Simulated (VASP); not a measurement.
# MnO (F-43m) in VASP: a series of runs, part 2 of 2

VASP 6.6.1. The steps go on from the part before.

### Step 3. Single point, PBE, collinear spin, ferromagnetic start

This run uses another cell than the first one, of 14.75 Å³/atom, 1.020 times its volume.

INCAR reads:

```
SYSTEM = MnO
PREC = Accurate ; ENCUT = 520
EDIFF = 1E-6 ; ISMEAR = -1
SIGMA = 0.05 ; LREAL = .False.
LASPH = .True. ; NELM = 150
ALGO = Normal ; ISIF = 2
LWAVE = .False. ; LCHARG = .False.
ISPIN = 2 ; MAGMOM = 4 0
LORBIT = 11 ; LMAXMIX = 4
GGA = PE ; NBANDS = 20
```

KPOINTS reads:

```
Automatic mesh
0
Gamma
  9 9 9
  0 0 0
```

POSCAR reads:

```
MnO
1.0
    0.0000000000      2.4526497508      2.4526497508
    2.4526497508      0.0000000000      2.4526497508
    2.4526497508      2.4526497508      0.0000000000
Mn O
1 1
Direct
    0.0000000000      0.0000000000      0.0000000000
    0.2500000000      0.2500000000      0.2500000000
```

Potentials or basis: VASP PAW PBE potentials, release 64 (Mn_pv, O).

Started as:

```console
cat potpaw_PBE.64/Mn_pv/POTCAR potpaw_PBE.64/O/POTCAR > POTCAR
mpirun -np 1 vasp_std > vasp.out
```

Wall time 63 s (1 thread of AMD EPYC 7R43 (Zen 3), shared host); peak memory 0.15 GiB.

Results (log left out):

```yaml
Free_energy: -16.3801 eV
Pressure: -6.3 GPa
Band_gap_on_the_k_mesh: zero (filled and empty bands touch)
Net_moment: 5.00 μB per cell
Site_moments: Mn +4.45; O +0.18 μB
Valence_electrons_inside_the_program's_atomic_spheres: Mn 11.32; O 4.96
```

Levels at points of the mesh, in eV from the Fermi level:
Spin up:
| k point | band 8 | band 9 | band 10 | band 11 | band 12 | band 13 | band 14 | band 15 | band 16 | band 17 |
| --- | --- | --- | --- | --- | --- | --- | --- | --- | --- | --- |
| (0.00, 0.00, 0.00) | -2.65 | -2.65 | -1.33 | -0.01 | -0.01 | -0.01 | 11.67 | 11.67 | 11.67 | 16.57 |
Spin down:
| k point | band 3 | band 4 | band 5 | band 6 | band 7 | band 8 | band 9 | band 10 | band 11 | band 12 |
| --- | --- | --- | --- | --- | --- | --- | --- | --- | --- | --- |
| (0.00, 0.00, 0.00) | -45.61 | -18.62 | -4.17 | -4.17 | -4.17 | 0.04 | 1.69 | 1.69 | 3.35 | 3.35 |

Caveat: a cell with one magnetic atom can't hold antiferromagnetic order, which such compounds often take; semilocal functionals often make such compounds metallic where correlation or magnetic order opens a gap, which also shifts bond lengths. With open d or f shells a metallic result of PBE can be an artefact of self-interaction; +U or a hybrid may open a gap.

### Step 4. Single point, PBE, collinear spin, ferromagnetic start

This run uses another cell than the first one, of 15.04 Å³/atom, 1.040 times its volume.

INCAR reads:

```
ALGO = Normal
EDIFF = 1E-6
ENCUT = 520
GGA = PE
ISIF = 2
ISMEAR = -1
ISPIN = 2
LASPH = True
LCHARG = False
LMAXMIX = 4
LORBIT = 11
LREAL = False
LWAVE = False
MAGMOM = 4 0
NBANDS = 20
NELM = 150
PREC = Accurate
SIGMA = 0.05
```

KPOINTS reads:

```
k-points
0
Gamma
  9 9 9
```

POSCAR reads:

```
MnO
1.0
    0.0000000000      2.4685764941      2.4685764941
    2.4685764941      0.0000000000      2.4685764941
    2.4685764941      2.4685764941      0.0000000000
Mn O
1 1
Direct
    0.0000000000      0.0000000000      0.0000000000
    0.2500000000      0.2500000000      0.2500000000
```

Potentials or basis: VASP PAW PBE potentials, release 64 (Mn_pv, O).

Started as:

```console
cat potpaw_PBE.64/Mn_pv/POTCAR potpaw_PBE.64/O/POTCAR > POTCAR
mpirun -np 1 vasp_std > vasp.out
```

OUTCAR:

```text
EDIFF = 1E-6
   ENCUT = 520
   GGA = PE
   ISIF = 2
   ISMEAR = -1
   ISPIN = 2
   LASPH = True
   LORBIT = 11
   LREAL = False
   NELM = 150
   PREC = Accurate

 ion  position               nearest neighbor table
   1  0.000  0.000  0.000-   2 2.14   2 2.14   2 2.14   2 2.14
   2  0.250  0.250  0.250-   1 2.14   1 2.14   1 2.14   1 2.14

  LATTYP: Found a face centered cubic cell.
 ALAT       =     4.9371529882

  Lattice vectors:

 A1 = (   0.0000000000,   2.4685764941,   2.4685764941)
 A2 = (   2.4685764941,   0.0000000000,   2.4685764941)
 A3 = (   2.4685764941,   2.4685764941,   0.0000000000)

Analysis of symmetry for initial positions (statically):
=====================================================================
 Subroutine PRICEL returns:
 Original cell was already a primitive cell.

 Routine SETGRP: Setting up the symmetry group for a
 face centered cubic supercell.

 Subroutine GETGRP returns: Found 24 space group operations
 (whereof 24 operations were pure point group operations)
[... 740 lines left out ...]

 spin component 2

 k-point     1 :       0.0000    0.0000    0.0000
  band No.  band energies     occupation
      1     -41.2421      1.00000
      2     -41.2421      1.00000
      3     -41.2421      1.00000
      4     -14.1439      1.00000
      5       0.2980      1.00000
      6       0.2980      1.00000
[... 541 lines left out ...]
     19      25.7564      0.00000
     20      28.9382      0.00000

 [... further k-points ...]
[... 5 lines left out ...]
  --------------------------------------------------------------------------------------
  -------------------------------------------------------------------------------------
  Total       -1.4959210     -1.4959210     -1.4959210     -0.0000000      0.0000000      0.0000000
  in kB      -79.6616815    -79.6616815    -79.6616815     -0.0000000      0.0000000      0.0000000
  external PRESSURE =     -79.6616815 kB  Pullay stress =       0.0000000 kB

 VOLUME and BASIS-vectors are now :
 -----------------------------------------------------------------------------
  energy-cutoff  :      520.00
  volume of cell :       30.09
      direct lattice vectors                 reciprocal lattice vectors
     0.000000000  2.468576494  2.468576494    -0.202545881  0.202545881  0.202545881
     2.468576494  0.000000000  2.468576494     0.202545881 -0.202545881  0.202545881
     2.468576494  2.468576494  0.000000000     0.202545881  0.202545881 -0.202545881

 POSITION                                       TOTAL-FORCE (eV/Angst)
 -----------------------------------------------------------------------------------
      0.00000      0.00000      0.00000        -0.000000     -0.000000     -0.000000
      1.23429      1.23429      1.23429         0.000000      0.000000      0.000000
 -----------------------------------------------------------------------------------
    total drift:                               -0.000000     -0.000000     -0.000000

  FREE ENERGIE OF THE ION-ELECTRON SYSTEM (eV)
  ---------------------------------------------------
  free  energy   TOTEN  =       -16.3549464982 eV

  energy  without entropy=      -16.3533888330  energy(sigma->0) =      -16.35416767

 total charge

# of ion       s       p       d       tot
------------------------------------------
    1        0.216   6.178   4.905  11.300
    2        1.554   3.402   0.000   4.956
--------------------------------------------------
tot          1.770   9.581   4.905  16.256

 magnetization (x)

# of ion       s       p       d       tot
------------------------------------------
    1        0.037   0.050   4.366   4.453
    2        0.018   0.153   0.000   0.171
--------------------------------------------------
tot          0.055   0.203   4.366   4.624
```

stdout:

```text
POSCAR found type information on POSCAR MnO
 POSCAR found :  2 types and       2 ions
 scaLAPACK will be used
 LDA part: xc-table for (Slater+PW92), standard interpolation
 POSCAR, INCAR and KPOINTS ok, starting setup
 FFT: planning ... GRIDC
 FFT: planning ... GRID_SOFT
 FFT: planning ... GRID
 WAVECAR not read
 entering main loop
```

It took 67 s on 1 thread of AMD EPYC 7R43 (Zen 3), shared host; peak memory 0.15 GiB.

Results:

```
Free energy                                           : -16.3549 eV
Pressure                                              : -8.0 GPa
Band gap on the k mesh                                : zero (filled and empty bands touch)
Net moment                                            : 5.00 μB per cell
Site moments                                          : Mn +4.45; O +0.17 μB
Valence electrons inside the program's atomic spheres : Mn 11.30; O 4.96
```

Caveat: a cell with one magnetic atom can't hold antiferromagnetic order, which such compounds often take; semilocal functionals often make such compounds metallic where correlation or magnetic order opens a gap, which also shifts bond lengths. With open d or f shells a metallic result of PBE can be an artefact of self-interaction; +U or a hybrid may open a gap.

### Step 5. Single point, PBE, collinear spin, ferromagnetic start

This run uses another cell than the first one, of 15.33 Å³/atom, 1.060 times its volume.

INCAR reads:

```
SYSTEM = MnO
ALGO = Normal
EDIFF = 1E-6
ENCUT = 520
GGA = PE
ISIF = 2
ISMEAR = -1
ISPIN = 2
LASPH = .True.
LCHARG = .False.
LMAXMIX = 4
LORBIT = 11
LREAL = .False.
LWAVE = .False.
MAGMOM = 4 0
NBANDS = 20
NELM = 150
PREC = Accurate
SIGMA = 0.05
```

KPOINTS reads:

```
k-points
0
Gamma
  9 9 9
  0 0 0
```

POSCAR reads:

```
MnO
1.0
    0.0000000000      2.4843003352      2.4843003352
    2.4843003352      0.0000000000      2.4843003352
    2.4843003352      2.4843003352      0.0000000000
Mn O
1 1
Direct
    0.0000000000      0.0000000000      0.0000000000
    0.2500000000      0.2500000000      0.2500000000
```

Started as:

```console
cat potpaw_PBE.64/Mn_pv/POTCAR potpaw_PBE.64/O/POTCAR > POTCAR
mpirun -np 1 vasp_std > vasp.out
```

Run time: 61 s. Hardware: 1 thread of AMD EPYC 7R43 (Zen 3), shared host; peak memory 0.15 GiB.

It converged, with:

* Free energy: -16.3242 eV
* Pressure: -9.4 GPa
* Band gap on the k mesh: zero (filled and empty bands touch)
* Net moment: 5.00 μB per cell
* Site moments: Mn +4.46; O +0.17 μB
* Valence electrons inside the program's atomic spheres: Mn 11.29; O 4.95

Levels at points of the mesh, in eV from the Fermi level:
Spin up:
| k point | band 10 | band 11 | band 12 | band 13 | band 14 | band 15 |
| --- | --- | --- | --- | --- | --- | --- |
| (0.00, 0.00, 0.00) | -1.26 | -0.03 | -0.03 | -0.03 | 11.48 | 11.48 |
Spin down:
```tsv
k point	band 4	band 5	band 6	band 7	band 8	band 9	band 10	band 11
(0.00, 0.00, 0.00)	-18.33	-3.90	-3.90	-3.90	0.09	1.77	1.77	3.33
```

Caveat: a cell with one magnetic atom can't hold antiferromagnetic order, which such compounds often take; semilocal functionals often make such compounds metallic where correlation or magnetic order opens a gap, which also shifts bond lengths. With open d or f shells a metallic result of PBE can be an artefact of self-interaction; +U or a hybrid may open a gap.

### Step 6. Summary

```csv
cell,gap on the mesh (eV),pressure (GPa),moment (μB)
"a = 3.446 Å, angles 60.0°, 2 atoms",none,-4.5,5.00
"a = 3.469 Å, angles 60.0°, 2 atoms",none,-6.3,5.00
"a = 3.491 Å, angles 60.0°, 2 atoms",none,-8.0,5.00
"a = 3.513 Å, angles 60.0°, 2 atoms",none,-9.4,5.00
```

Alike in all rows: task single point; level PBE; potentials or basis VASP PAW PBE potentials, release 64 (Mn_pv, O); spin collinear, ferromagnetic start; k mesh 9 × 9 × 9; cutoff (eV) 520; smearing fermi-dirac 0.05 eV.

Caveats: a cell with one magnetic atom can't hold antiferromagnetic order, which such compounds often take; semilocal functionals often make such compounds metallic where correlation or magnetic order opens a gap, which also shifts bond lengths.

Absolute energies hang on the potentials; compare differences alone.
